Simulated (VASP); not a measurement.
Set up this calculation in VASP 6.6.1, as the native input.

- Task: single point
- Functional: PBEsol
- Dispersion: D3(BJ)
- Potentials or basis: VASP PAW PBE potentials, release 64 (W_sv, Se)
- Cutoff: 520 eV
- k mesh: 12 × 12 × 4
- Occupations: gaussian, width 0.05 eV
- Spin: no spin polarisation
- Dipole correction: no
- Further INCAR settings: ALGO = Normal; EDIFF = 1e-07; NBANDS = 35

The structure of WSe2 lies in POSCAR:

```
WSe2
1.0
    3.2304557819      0.0000000000      0.0000000000
   -1.6152278909      2.7976567729      0.0000000000
    0.0000000000      0.0000000000     12.4145017028
W Se
2 4
Direct
    0.3333333333      0.6666666667      0.2500000000
    0.6666666667      0.3333333333      0.7500000000
    0.3333333333      0.6666666667      0.6145805872
    0.6666666667      0.3333333333      0.1145805872
    0.3333333333      0.6666666667      0.8854194128
    0.6666666667      0.3333333333      0.3854194128
```

The input as run:

INCAR

```
PREC     = Accurate       # precision mode
ENCUT    = 520            # plane-wave cutoff, eV
EDIFF    = 1E-7           # SCF threshold, eV
ISMEAR   = 0              # smearing method
SIGMA    = 0.05           # smearing width, eV
LREAL    = False          # projectors in reciprocal space
LASPH    = True           # aspherical terms in the spheres
NELM     = 100            # most SCF steps
ALGO     = Normal         # electronic algorithm
ISIF     = 2              # what is computed and relaxed
LWAVE    = False          # write WAVECAR
LCHARG   = True           # write CHGCAR
GGA      = PS             # functional
IVDW     = 12             # dispersion correction
LELF     = True           # ELF
LVHAR    = True         
NBANDS   = 35             # bands
```

KPOINTS

```
regular mesh
0
Gamma
  12 12 4
```

Potentials or basis: VASP PAW PBE potentials, release 64 (W_sv, Se).

Command:

```console
$ cat potpaw_PBE.64/W_sv/POTCAR potpaw_PBE.64/Se/POTCAR > POTCAR
$ mpirun -np 1 vasp_std > vasp.out
```

It gave:

```
Pressure                   : 0.5 GPa
Largest force              : 0.064 eV/Å
Band gap on the k mesh     : 0.70 eV (least direct gap 1.65 eV)
Dispersion energy per atom : -0.477 eV
```

Caveat: the PAW data sets were made with another functional, which shifts forces and pressure a little; spin-orbit coupling is left out, which moves the levels of the heavy elements.

Run time: 100 s on 1 thread of AMD EPYC 9R45 96-Core Processor (Zen 5), with other jobs on the host, peak memory 0.32 GiB.
